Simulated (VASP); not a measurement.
# CO2 (Cmce) in VASP: single point with PBE

Aim: the single point of CO2 with PBE.

Program: VASP 6.6.1. These are calculated values, not measurements. Logs are shortened: lines on timing, memory, paths and dates and some standing lists are left out, and cuts for length are marked.

### Step 1. The cell of the first run

Symmetry: Cmce, No. 64, orthorhombic system. Conventional cell: a = 5.467 Å, b = 4.927 Å, c = 7.610 Å, α = 90.00°, β = 90.00°, γ = 90.00°. Within 1.7 Å of C (site symmetry 2/m) lie 2 O at 1.25 Å. O (site symmetry m) has 1 C at 1.25 Å within 1.7 Å.

### Step 2. Single point, PBE (Se replaced by O, lengths x 0.795, strained)

The input, INCAR:

```
SYSTEM = CO2
PREC = Accurate ; ENCUT = 520
EDIFF = 1E-6 ; ISMEAR = 0
SIGMA = 0.02 ; LREAL = .False.
LASPH = .True. ; NELM = 80
ALGO = Normal ; ISIF = 2
LWAVE = .False. ; LCHARG = .False.
GGA = PE ; NBANDS = 25
```

The input, KPOINTS:

```
regular mesh
0
Gamma
  6 6 4
  0 0 0
```

The input, POSCAR:

```
CO2
1.0
    2.7334519284     -2.4635313509      0.0000000000
    2.7334519284      2.4635313509      0.0000000000
    0.0000000000      0.0000000000      7.6101440663
C O
2 4
Direct
    0.5000000000      0.5000000000      0.5000000000
    0.0000000000      0.0000000000      0.0000000000
    0.6850486274      0.3149513726      0.6118564571
    0.3149513726      0.6850486274      0.3881435429
    0.8149513726      0.1850486274      0.1118564571
    0.1850486274      0.8149513726      0.8881435429
```

Potentials or basis: VASP PAW PBE potentials, release 64 (C, O).

Started as:

```bash
cat potpaw_PBE.64/C/POTCAR potpaw_PBE.64/O/POTCAR > POTCAR
mpirun -np 1 vasp_std > vasp.out
```

OUTCAR:

```text
SYSTEM = CO2
   PREC = Accurate
   ENCUT = 520
   EDIFF = 1E-6
   ISMEAR = 0
   LREAL = .False.
   LASPH = .True.
   NELM = 80
   ISIF = 2
   GGA = PE

 ion  position               nearest neighbor table
   1  0.500  0.500  0.500-   4 1.25   3 1.25
   2  0.000  0.000  0.000-   5 1.25   6 1.25
   3  0.685  0.315  0.612-   1 1.25
   4  0.315  0.685  0.388-   1 1.25
   5  0.815  0.185  0.112-   2 1.25
   6  0.185  0.815  0.888-   2 1.25

  LATTYP: Found a base centered orthorhombic cell.
 ALAT       =     4.9270627018
 B/A-ratio  =     1.1095665283
 C/A-ratio  =     1.5445600202

  Lattice vectors:

 A1 = (  -2.7334519284,  -2.4635313509,   0.0000000000)
 A2 = (   2.7334519284,  -2.4635313509,   0.0000000000)
 A3 = (   0.0000000000,   0.0000000000,   7.6101440663)

Analysis of symmetry for initial positions (statically):
=====================================================================
 Subroutine PRICEL returns:
 Original cell was already a primitive cell.

 Routine SETGRP: Setting up the symmetry group for a
 base centered orthorhombic supercell.

 Subroutine GETGRP returns: Found  8 space group operations
 (whereof  4 operations were pure point group operations)
 out of a pool of  8 trial point group operations.

The static configuration has the point symmetry C_2h.
 The point group associated with its full space group is D_2h.

Analysis of symmetry for dynamics (positions and initial velocities):
=====================================================================
 Subroutine PRICEL returns:
 Original cell was already a primitive cell.

 Routine SETGRP: Setting up the symmetry group for a
 base centered orthorhombic supercell.

 Subroutine GETGRP returns: Found  8 space group operations
 (whereof  4 operations were pure point group operations)
 out of a pool of  8 trial point group operations.

The dynamic configuration has the point symmetry C_2h.
 The point group associated with its full space group is D_2h.

 Subroutine INISYM returns: Found  8 space group operations
 (whereof  4 operations are pure point group operations),
 and found     1 'primitive' translations

----------------------------------------------------------------------------------------

                                     Primitive cell

  volume of cell :     102.4926

  direct lattice vectors                    reciprocal lattice vectors
     2.733451928 -2.463531351  0.000000000     0.182918893 -0.202960681  0.000000000
     2.733451928  2.463531351  0.000000000     0.182918893  0.202960681  0.000000000
     0.000000000  0.000000000  7.610144066     0.000000000  0.000000000  0.131403557

  length of vectors
     3.679775287  3.679775287  7.610144066     0.273225839  0.273225839  0.131403557

  position of ions in fractional coordinates (direct lattice)
     0.500000000  0.500000000  0.500000000
     0.000000000  0.000000000  0.000000000
     0.685048627  0.314951373  0.611856457
     0.314951373  0.685048627  0.388143543
     0.814951373  0.185048627  0.111856457
     0.185048627  0.814951373  0.888143543

  ion indices of the primitive-cell ions
   primitive index   ion index
                 1           1
                 2           2
                 3           3
                 4           4
                 5           5
                 6           6

----------------------------------------------------------------------------------------

 KPOINTS: regular mesh

Automatic generation of k-mesh.
 Grid dimensions read from file:
 generate k-points for:    6    6    4

 Generating k-lattice:

  Cartesian coordinates                     Fractional coordinates (reciprocal lattice)
     0.030486482 -0.033826780  0.000000000     0.166666667  0.000000000  0.000000000
     0.030486482  0.033826780  0.000000000     0.000000000  0.166666667  0.000000000
     0.000000000  0.000000000  0.032850889     0.000000000  0.000000000  0.250000000

  Length of vectors
     0.045537640  0.045537640  0.032850889

  Shift w.r.t. Gamma in fractional coordinates (k-lattice)
     0.000000000  0.000000000  0.000000000

 Subroutine IBZKPT returns following result:
 ===========================================

 Found     39 irreducible k-points:

 Following reciprocal coordinates:
            Coordinates               Weight
  0.000000  0.000000  0.000000      1.000000
  0.166667  0.000000  0.000000      4.000000
  0.333333  0.000000  0.000000      4.000000
  0.500000  0.000000  0.000000      2.000000
  0.166667  0.166667  0.000000      2.000000
  0.333333  0.166667  0.000000      4.000000
[... 16 lines left out ...]
  0.333333  0.333333  0.250000      4.000000
  0.500000  0.333333  0.250000      8.000000
 [... further k-points ...]
   k-points           NKPTS =     39   k-points in BZ     NKDIM =     39   number of bands    NBANDS=     25
   number of dos      NEDOS =    301   number of ions     NIONS =      6
   total plane-waves  NPLWV =  47040
   dimension x,y,z NGX =    28 NGY =   28 NGZ =   60
   dimension x,y,z NGXF=    56 NGYF=   56 NGZF=  120
   ions per type =               2   4
   NGX,Y,Z   is equivalent  to a cutoff of  12.65, 12.65, 13.11 a.u.
   NGXF,Y,Z  is equivalent  to a cutoff of  25.30, 25.30, 26.21 a.u.
 SYSTEM =  CO2
   PREC   = accura    normal or accurate (medium, high low for compatibility)
   ISTART =      0    job   : 0-new  1-cont  2-samecut
   ICHARG =      2    charge: 1-file 2-atom 10-const
   ISPIN  =      1    spin polarized calculation?
   LNONCOLLINEAR =      F non collinear calculations
   LSORBIT =      F    spin-orbit coupling
   LASPH  =      T    aspherical Exc in radial PAW
   ENCUT  =  520.0 eV  38.22 Ry    6.18 a.u.   6.84  6.84 14.15*2*pi/ulx,y,z
   NELM   =     80;   NELMIN=  2; NELMDL= -5     # of ELM steps
   EDIFF  = 0.1E-05   stopping-criterion for ELM
   LREAL  =      F    real-space projection
   EDIFFG = 0.1E-04   stopping-criterion for IOM
   NSW    =      0    number of steps for IOM
   IBRION =     -1    ionic relax: 0-MD 1-quasi-New 2-CG
   NFREE  =      0    steps in history (QN), initial steepest desc. (CG)
   ISIF   =      2    stress and relaxation
   ISYM   =      2    0-nonsym 1-usesym 2-fastsym
   POTIM  = 0.5000    time-step for ionic-motion
   TEBEG  =    0.0;   TEEND  =   0.0 temperature during run
   PSTRESS=    0.0 pullay stress
   NELECT =      32.0000    total number of electrons
   NUPDOWN=      -1.0000    fix difference up-down
   EMIN   =  10.00;   EMAX   =-10.00  energy-range for DOS
   EFERMI =   0.00;   METHOD = LEGACY
   ISMEAR =     0;   SIGMA  =   0.02  broadening in eV -4-tet -1-fermi 0-gaus
   EFERMI_NEDOS =   21; number of points for ismear=-14 and -15
   IALGO  =     38    algorithm
   IMIX   =      4    mixing-type and parameters
     AMIX     =   0.40;   BMIX     =  1.00
     AMIX_MAG =   1.60;   BMIX_MAG =  1.00
  volume/ion in A,a.u.               =      17.08       115.28
  Fermi-wavevector in a.u.,A,eV,Ry     =   1.110608  2.098744 16.782099  1.233450
  Thomas-Fermi vector in A             =   2.247161
   LORBIT       =      0    0 simple, 1 ext, 2 COOP (PROOUT), +10 PAW based schemes
   GGA     = PE    functional components
   LHFCALC =     F    Hartree Fock is set to
   AEXX    =    0.0000 exact exchange contribution
   IVDW    =     0    specifies the selected vdW correction
   LEPSILON=     F    determine dielectric tensor
   LRPA    =     F    only Hartree local field effects (RPA)
 non-spin polarized calculation
 Gauss-broadening in eV      SIGMA  =   0.02
  energy-cutoff  :      520.00
  volume of cell :      102.49
 maximum number of plane-waves:      2780
   NGX = 13   NGY = 13   NGZ = 29

 number of electron      31.9999985 magnetization

 Free energy of the ion-electron system (eV)
  ---------------------------------------------------
  ext. energy  EPLUGINS =         0.00000000
  ---------------------------------------------------
  free energy    TOTEN  =       -45.18828665 eV

  energy without entropy =      -45.18828665  energy(sigma->0) =      -45.18828665

 E-fermi :  -4.0610     XC(G=0):  -7.3459

 val. band max:       -4.2119772111   @ k =   0.5000   0.5000   0.0000
 cond. band min:       1.6641436606   @ k =   0.0000   0.0000   0.0000
 fundamental gap:      5.8761208717
 Fermi energy:        -4.0609877045

 k-point     1 :       0.0000    0.0000    0.0000
  band No.  band energies     occupation
      1     -23.9112      2.00000
      2     -23.8311      2.00000
      3     -22.8187      2.00000
      4     -22.7552      2.00000
      5      -9.6827      2.00000
      6      -9.5715      2.00000
[... 17 lines left out ...]
     24       9.5771      0.00000
     25       9.9500      0.00000

 k-point     2 :       0.1667    0.0000    0.0000
  band No.  band energies     occupation
      1     -23.8854      2.00000
      2     -23.8153      2.00000
      3     -22.8212      2.00000
      4     -22.7666      2.00000
      5      -9.7137      2.00000
      6      -9.6020      2.00000
[... 17 lines left out ...]
     24       9.4067      0.00000
     25       9.7167      0.00000

 k-point     3 :       0.3333    0.0000    0.0000
  band No.  band energies     occupation
      1     -23.8282      2.00000
      2     -23.7867      2.00000
      3     -22.8248      2.00000
      4     -22.7941      2.00000
      5      -9.7563      2.00000
      6      -9.6736      2.00000
[... 552 lines left out ...]
 k-point    23 :       0.3333    0.3333    0.2500
  band No.  band energies     occupation
      1     -23.7737      2.00000
      2     -23.7411      2.00000
      3     -22.8256      2.00000
      4     -22.8084      2.00000
      5      -9.8265      2.00000
      6      -9.7668      2.00000
[... 17 lines left out ...]
     24       8.7894      0.00000
     25       9.5324      0.00000

 k-point    24 :       0.5000    0.3333    0.2500
  band No.  band energies     occupation
      1     -23.7461      2.00000
      2     -23.7254      2.00000
      3     -22.8284      2.00000
      4     -22.8209      2.00000
      5      -9.8630      2.00000
      6      -9.7700      2.00000
[... 17 lines left out ...]
     24       8.4613      0.00000
     25       9.1871      0.00000

 [... further k-points ...]

------------------------ aborting loop because EDIFF is reached ----------------------------------------

  FORCE on cell =-STRESS in cart. coord.  units (eV):
  Direction    XX          YY          ZZ          XY          YZ          ZX
  --------------------------------------------------------------------------------------
  -------------------------------------------------------------------------------------
  Total        0.3132274    -14.9019897    -13.1835828      0.0000000      0.0000000      0.0000000
  in kB        4.8964116   -232.9498485   -206.0874876      0.0000000      0.0000000      0.0000000
  external PRESSURE =    -144.7136415 kB  Pullay stress =       0.0000000 kB

 VOLUME and BASIS-vectors are now :
 -----------------------------------------------------------------------------
  energy-cutoff  :      520.00
  volume of cell :      102.49
      direct lattice vectors                 reciprocal lattice vectors
     2.733451928 -2.463531351  0.000000000     0.182918893 -0.202960681  0.000000000
     2.733451928  2.463531351  0.000000000     0.182918893  0.202960681  0.000000000
     0.000000000  0.000000000  7.610144066     0.000000000  0.000000000  0.131403557

 POSITION                                       TOTAL-FORCE (eV/Angst)
 -----------------------------------------------------------------------------------
      2.73345      0.00000      3.80507         0.000000     -0.000000      0.000000
      0.00000      0.00000      0.00000         0.000000      0.000000      0.000000
      2.73345     -0.91175      4.65632         0.000000      4.170451     -3.925327
      2.73345      0.91175      2.95383         0.000000     -4.170451      3.925327
      2.73345     -1.55179      0.85124         0.000000     -4.170451     -3.925327
      2.73345      1.55179      6.75890         0.000000      4.170451      3.925327
 -----------------------------------------------------------------------------------
    total drift:                               -0.000000     -0.000000     -0.000000

  FREE ENERGIE OF THE ION-ELECTRON SYSTEM (eV)
  ---------------------------------------------------
  free  energy   TOTEN  =       -45.1882866455 eV

  energy  without entropy=      -45.1882866455  energy(sigma->0) =      -45.18828665
```

Wall time 1.7 min (1 thread of Intel Xeon 8259CL, shared host); peak memory 0.23 GiB.

Results:

```yaml
Free_energy: -45.1883 eV
Pressure: -14.5 GPa
Largest_force: 5.727 eV/Å
Band_gap_on_the_k_mesh: 5.88 eV (least direct gap 6.18 eV)
```

Forces on the atoms (eV/Å):
```
C    0.000  0.000  0.000
C    0.000  0.000  0.000
O    0.000  4.170 -3.925
O    0.000 -4.170  3.925
O    0.000 -4.170 -3.925
O    0.000  4.170  3.925
```

Caveat: the cell differs from its parent crystal (Se replaced by O, lengths x 0.795, strained); the cell stands under tension; this functional lacks dispersion, which holds the molecules together, so the pressure and a relaxed volume are unreliable; forces of over 1 eV/Å act on the atoms, so gaps and moduli don't describe the material at rest.
